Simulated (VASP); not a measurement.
# Sr (P6/mmm) in VASP: single point with PBE+D3(BJ)

Aim: the single point of Sr with PBE+D3(BJ).

Everything below comes from runs of VASP 6.6.1. Logs are shortened: lines on timing, memory, paths and dates and some standing lists are left out, and cuts for length are marked.

## 1. The cell of the first run

The structure is hexagonal, space group P6/mmm (No. 191). Conventional cell: a = 11.317 Å, b = 11.317 Å, c = 4.421 Å, α = 90.00°, β = 90.00°, γ = 120.00°. Within 5.8 Å of Sr (site symmetry 6/mmm) lie 2 Sr at 4.42 Å.

## 2. Single point, PBE+D3(BJ) (strain +0.030 along x and y, +0.000 along z)

Contents of INCAR:

```
  PREC = Accurate
  ENCUT = 520
  EDIFF = 1E-7
  ISMEAR = 0
  SIGMA = 0.03
  LREAL = F
  LASPH = T
  NELM = 60
  ALGO = Normal
  ISIF = 2
  LWAVE = F
  LCHARG = T
  GGA = PE
  IVDW = 12
  LELF = T
  LVHAR = T
  NBANDS = 11
```

Contents of KPOINTS:

```
Automatic mesh
0
Gamma
  6 6 8
```

Contents of POSCAR:

```
Sr
1.0
   11.3172588647      0.0000000000      0.0000000000
   -5.6586294324      9.8010336781      0.0000000000
    0.0000000000      0.0000000000      4.4211119100
Sr
1
Direct
    0.0000000000      0.0000000000      0.0000000000
```

Potentials or basis: VASP PAW PBE potentials, release 64 (Sr_sv).

On the command line:

```console
$ cat potpaw_PBE.64/Sr_sv/POTCAR > POTCAR
$ mpirun -np 1 vasp_std > vasp.out
```

OUTCAR:

```text
PREC = Accurate
   ENCUT = 520
   EDIFF = 1E-7
   ISMEAR = 0
   LREAL = F
   LASPH = T
   NELM = 60
   ISIF = 2
   GGA = PE
   IVDW = 12
 IVDW          = 12

 ion  position               nearest neighbor table
   1  0.000  0.000  0.000-

  LATTYP: Found a hexagonal cell.
 ALAT       =    11.3172588647
 C/A-ratio  =     0.3906521856

  Lattice vectors:

 A1 = (  11.3172588647,   0.0000000000,   0.0000000000)
 A2 = (  -5.6586294324,   9.8010336781,   0.0000000000)
 A3 = (   0.0000000000,   0.0000000000,   4.4211119100)

Analysis of symmetry for initial positions (statically):
=====================================================================
 Subroutine PRICEL returns:
 Original cell was already a primitive cell.

 Routine SETGRP: Setting up the symmetry group for a
 hexagonal supercell.

 Subroutine GETGRP returns: Found 24 space group operations
 (whereof 24 operations were pure point group operations)
 out of a pool of 24 trial point group operations.

The static configuration has the point symmetry D_6h.

Analysis of symmetry for dynamics (positions and initial velocities):
=====================================================================
 Subroutine PRICEL returns:
 Original cell was already a primitive cell.

 Routine SETGRP: Setting up the symmetry group for a
 hexagonal supercell.

 Subroutine GETGRP returns: Found 24 space group operations
 (whereof 24 operations were pure point group operations)
 out of a pool of 24 trial point group operations.

The dynamic configuration has the point symmetry D_6h.

 Subroutine INISYM returns: Found 24 space group operations
 (whereof 24 operations are pure point group operations),
 and found     1 'primitive' translations

----------------------------------------------------------------------------------------

                                     Primitive cell

  volume of cell :     490.3934

  direct lattice vectors                    reciprocal lattice vectors
    11.317258865  0.000000000  0.000000000     0.088360619  0.051015027  0.000000000
    -5.658629432  9.801033678  0.000000000     0.000000000  0.102030054  0.000000000
     0.000000000  0.000000000  4.421111910     0.000000000  0.000000000  0.226187443

  length of vectors
    11.317258865 11.317258865  4.421111910     0.102030054  0.102030054  0.226187443

  position of ions in fractional coordinates (direct lattice)
     0.000000000  0.000000000  0.000000000

  ion indices of the primitive-cell ions
   primitive index   ion index
                 1           1

----------------------------------------------------------------------------------------

 KPOINTS: Automatic mesh

Automatic generation of k-mesh.
 Grid dimensions read from file:
 generate k-points for:    6    6    8

 Generating k-lattice:

  Cartesian coordinates                     Fractional coordinates (reciprocal lattice)
     0.014726770  0.008502505  0.000000000     0.166666667  0.000000000  0.000000000
     0.000000000  0.017005009  0.000000000     0.000000000  0.166666667  0.000000000
     0.000000000  0.000000000  0.028273430     0.000000000  0.000000000  0.125000000

  Length of vectors
     0.017005009  0.017005009  0.028273430

  Shift w.r.t. Gamma in fractional coordinates (k-lattice)
     0.000000000  0.000000000  0.000000000

 Subroutine IBZKPT returns following result:
 ===========================================

 Found     35 irreducible k-points:

 Following reciprocal coordinates:
            Coordinates               Weight
  0.000000  0.000000  0.000000      1.000000
  0.166667  0.000000  0.000000      6.000000
  0.333333  0.000000  0.000000      6.000000
  0.500000 -0.000000  0.000000      3.000000
  0.166667  0.166667  0.000000      6.000000
  0.333333  0.166667  0.000000     12.000000
[... 16 lines left out ...]
  0.166667  0.000000  0.375000     12.000000
  0.333333  0.000000  0.375000     12.000000
 [... further k-points ...]
   k-points           NKPTS =     35   k-points in BZ     NKDIM =     35   number of bands    NBANDS=     11
   number of dos      NEDOS =    301   number of ions     NIONS =      1
   total plane-waves  NPLWV = 254016
   dimension x,y,z NGX =    84 NGY =   84 NGZ =   36
   dimension x,y,z NGXF=   168 NGYF=  168 NGZF=   72
   ions per type =               1
   NGX,Y,Z   is equivalent  to a cutoff of  12.34, 12.34, 13.54 a.u.
   NGXF,Y,Z  is equivalent  to a cutoff of  24.68, 24.68, 27.07 a.u.
 SYSTEM =  unknown system
   PREC   = accura    normal or accurate (medium, high low for compatibility)
   ISTART =      0    job   : 0-new  1-cont  2-samecut
   ICHARG =      2    charge: 1-file 2-atom 10-const
   ISPIN  =      1    spin polarized calculation?
   LNONCOLLINEAR =      F non collinear calculations
   LSORBIT =      F    spin-orbit coupling
   LASPH  =      T    aspherical Exc in radial PAW
   ENCUT  =  520.0 eV  38.22 Ry    6.18 a.u.  21.04 21.04  8.22*2*pi/ulx,y,z
   NELM   =     60;   NELMIN=  2; NELMDL= -5     # of ELM steps
   EDIFF  = 0.1E-06   stopping-criterion for ELM
   LREAL  =      F    real-space projection
   EDIFFG = 0.1E-05   stopping-criterion for IOM
   NSW    =      0    number of steps for IOM
   IBRION =     -1    ionic relax: 0-MD 1-quasi-New 2-CG
   NFREE  =      0    steps in history (QN), initial steepest desc. (CG)
   ISIF   =      2    stress and relaxation
   ISYM   =      2    0-nonsym 1-usesym 2-fastsym
   POTIM  = 0.5000    time-step for ionic-motion
   TEBEG  =    0.0;   TEEND  =   0.0 temperature during run
   PSTRESS=    0.0 pullay stress
   NELECT =      10.0000    total number of electrons
   NUPDOWN=      -1.0000    fix difference up-down
   EMIN   =  10.00;   EMAX   =-10.00  energy-range for DOS
   EFERMI =   0.00;   METHOD = LEGACY
   ISMEAR =     0;   SIGMA  =   0.03  broadening in eV -4-tet -1-fermi 0-gaus
   EFERMI_NEDOS =   21; number of points for ismear=-14 and -15
   IALGO  =     38    algorithm
   IMIX   =      4    mixing-type and parameters
     AMIX     =   0.40;   BMIX     =  1.00
     AMIX_MAG =   1.60;   BMIX_MAG =  1.00
  volume/ion in A,a.u.               =     490.39      3309.34
  Fermi-wavevector in a.u.,A,eV,Ry     =   0.447260  0.845199  2.721729  0.200041
  Thomas-Fermi vector in A             =   1.426047
   LORBIT       =      0    0 simple, 1 ext, 2 COOP (PROOUT), +10 PAW based schemes
   GGA     = PE    functional components
   LHFCALC =     F    Hartree Fock is set to
   AEXX    =    0.0000 exact exchange contribution
   IVDW    =    12    specifies the selected vdW correction
   LEPSILON=     F    determine dielectric tensor
   LRPA    =     F    only Hartree local field effects (RPA)
 non-spin polarized calculation
 Gauss-broadening in eV      SIGMA  =   0.03
  energy-cutoff  :      520.00
  volume of cell :      490.39
 maximum number of plane-waves:     13234
   NGX = 43   NGY = 43   NGZ = 17

 number of electron      10.0000000 magnetization

 Free energy of the ion-electron system (eV)
  ---------------------------------------------------
  ext. energy  EPLUGINS =         0.00000000
  ---------------------------------------------------
  free energy    TOTEN  =        -0.25592705 eV

  energy without entropy =       -0.25592705  energy(sigma->0) =       -0.25592705

 E-fermi :  -1.5198     XC(G=0):  -2.1082

 val. band max:       -1.6819459462   @ k =   0.3333   0.3333   0.5000
 cond. band min:      -1.3685216336   @ k =   0.0000   0.0000   0.5000
 fundamental gap:      0.3134243125
 Fermi energy:        -1.5197876999

 k-point     1 :       0.0000    0.0000    0.0000
  band No.  band energies     occupation
      1     -39.9245      2.00000
      2     -21.8968      2.00000
      3     -21.8968      2.00000
      4     -21.7484      2.00000
      5      -3.7321      2.00000
      6      -1.1141      0.00000
      7      -1.0991      0.00000
      8      -1.0991      0.00000
      9      -0.7272      0.00000
     10      -0.7272      0.00000
     11       0.3426      0.00000

 k-point     2 :       0.1667    0.0000    0.0000
  band No.  band energies     occupation
      1     -39.9245      2.00000
      2     -21.8968      2.00000
      3     -21.8968      2.00000
      4     -21.7484      2.00000
      5      -3.7307      2.00000
      6      -1.1672      0.00000
      7      -1.1087      0.00000
      8      -1.0714      0.00000
      9      -0.7292      0.00000
     10      -0.7154      0.00000
     11       0.4242      0.00000

 k-point     3 :       0.3333    0.0000    0.0000
  band No.  band energies     occupation
      1     -39.9245      2.00000
      2     -21.8968      2.00000
      3     -21.8968      2.00000
      4     -21.7484      2.00000
      5      -3.7279      2.00000
      6      -1.2266      0.00000
      7      -1.1262      0.00000
      8      -1.0591      0.00000
      9      -0.7342      0.00000
     10      -0.6936      0.00000
     11       0.6135      0.00000

 k-point     4 :       0.5000   -0.0000    0.0000
  band No.  band energies     occupation
      1     -39.9245      2.00000
      2     -21.8968      2.00000
      3     -21.8968      2.00000
      4     -21.7484      2.00000
      5      -3.7264      2.00000
      6      -1.2511      0.00000
      7      -1.1344      0.00000
      8      -1.0566      0.00000
      9      -0.7369      0.00000
     10      -0.6833      0.00000
     11       0.7241      0.00000

 k-point     5 :       0.1667    0.1667    0.0000
  band No.  band energies     occupation
      1     -39.9245      2.00000
      2     -21.8968      2.00000
      3     -21.8968      2.00000
      4     -21.7484      2.00000
      5      -3.7286      2.00000
      6      -1.2078      0.00000
      7      -1.1321      0.00000
      8      -1.0580      0.00000
      9      -0.7271      0.00000
     10      -0.7030      0.00000
     11       0.5657      0.00000
[... 211 lines left out ...]
 k-point    21 :       0.3333    0.3333    0.2500
  band No.  band energies     occupation
      1     -39.9232      2.00000
      2     -21.8939      2.00000
      3     -21.8939      2.00000
      4     -21.7811      2.00000
      5      -3.0754      2.00000
      6      -1.1358      0.00000
      7      -1.1358      0.00000
      8      -0.7702      0.00000
      9      -0.4737      0.00000
     10      -0.4737      0.00000
     11       0.3065      0.00000

 k-point    22 :       0.0000    0.0000    0.3750
  band No.  band energies     occupation
      1     -39.9222      2.00000
      2     -21.8918      2.00000
      3     -21.8918      2.00000
      4     -21.8040      2.00000
      5      -2.3720      2.00000
      6      -1.1425      0.00000
      7      -1.1425      0.00000
      8      -0.8676      0.00000
      9      -0.2853      0.00000
     10      -0.2853      0.00000
     11       0.5720      0.00000

 k-point    23 :       0.1667    0.0000    0.3750
  band No.  band energies     occupation
      1     -39.9222      2.00000
      2     -21.8918      2.00000
      3     -21.8918      2.00000
      4     -21.8040      2.00000
      5      -2.3697      2.00000
      6      -1.1472      0.00000
      7      -1.1436      0.00000
      8      -0.8660      0.00000
      9      -0.2860      0.00000
     10      -0.2815      0.00000
     11       0.5055      0.00000

 k-point    24 :       0.3333    0.0000    0.3750
  band No.  band energies     occupation
      1     -39.9222      2.00000
      2     -21.8918      2.00000
      3     -21.8918      2.00000
      4     -21.8040      2.00000
      5      -2.3652      2.00000
      6      -1.1566      0.00000
      7      -1.1458      0.00000
      8      -0.8626      0.00000
      9      -0.2873      0.00000
     10      -0.2740      0.00000
     11       0.4106      0.00000

 [... further k-points ...]

------------------------ aborting loop because EDIFF is reached ----------------------------------------

 Edisp (eV)   -0.09027

 E8    (eV) :    -0.0515

  FORCE on cell =-STRESS in cart. coord.  units (eV):
  Direction    XX          YY          ZZ          XY          YZ          ZX
  --------------------------------------------------------------------------------------
  -------------------------------------------------------------------------------------
  Total      -0.02742    -0.02742     0.56933     0.00000    -0.00000    -0.00000
  in kB      -0.08957    -0.08957     1.86007     0.00000    -0.00000    -0.00000
  external pressure =        0.56 kB  Pullay stress =        0.00 kB

 VOLUME and BASIS-vectors are now :
 -----------------------------------------------------------------------------
  energy-cutoff  :      520.00
  volume of cell :      490.39
      direct lattice vectors                 reciprocal lattice vectors
    11.317258865  0.000000000  0.000000000     0.088360619  0.051015027  0.000000000
    -5.658629432  9.801033678  0.000000000     0.000000000  0.102030054  0.000000000
     0.000000000  0.000000000  4.421111910     0.000000000  0.000000000  0.226187443

 POSITION                                       TOTAL-FORCE (eV/Angst)
 -----------------------------------------------------------------------------------
      0.00000      0.00000      0.00000         0.000000      0.000000      0.000000
 -----------------------------------------------------------------------------------
    total drift:                                0.000000      0.000000      0.000000

  FREE ENERGIE OF THE ION-ELECTRON SYSTEM (eV)
  ---------------------------------------------------
  free  energy   TOTEN  =        -0.3461964259 eV

  energy  without entropy=       -0.3461964259  energy(sigma->0) =       -0.34619643
```

Run time: 2.8 min. Hardware: 1 thread of AMD EPYC 9R45 (Zen 5), shared host; peak memory 0.63 GiB.

What came out:

```
Free energy                : -0.3462 eV
Pressure                   : 0.1 GPa
Band gap on the k mesh     : 0.31 eV, indirect (least direct gap 0.32 eV)
Dispersion energy per atom : -0.090 eV
```

Stress tensor (GPa, compression positive):
```
-0.01  0.00  0.00
 0.00 -0.01  0.00
 0.00  0.00  0.19
```

Caveat: the cell differs from its parent crystal (strain +0.030 along x and y, +0.000 along z). A k mesh can miss the band edges.
